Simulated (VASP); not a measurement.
**C: vibrations by perturbation theory with PBEsol**

C:

```
CELL_PARAMETERS angstrom
1.23760 0.71453 3.62736
-1.23760 0.71453 3.62736
0.00000 -1.42905 3.62736
ATOMIC_POSITIONS crystal
C 0.83334 0.83334 0.83334
C 0.16666 0.16666 0.16666
```

This cell differs from its parent crystal: volume scaled by 1.020.

* Program: VASP 6.6.1
* Task: vibrations by perturbation theory
* Functional: PBEsol
* Potentials or basis: VASP PAW PBE potentials, release 64 (C)
* Cutoff: 520 eV
* k mesh: 10 × 10 × 10
* Occupations: gaussian, width 0.01 eV
* Spin: no spin polarisation
* Dipole correction: no
* Further INCAR settings: ALGO = Normal; EDIFF = 1e-08; NBANDS = 11; IBRION = 8; NSW = 1

```
Highest phonon frequency at Γ : 1549 cm⁻¹
```

Phonon frequencies in cm⁻¹ (negative: imaginary):
```csv
q point,frequencies
"(0.000, 0.000, 0.000)",0 0 0 872 1549 1549
```

Wall time 3 min on 1 thread of Intel(R) Xeon(R) Platinum 8559C (Emerald Rapids) (shared host), peak memory 0.33 GiB.

Caveat: the cell wasn't relaxed at this level first, which shifts response properties.
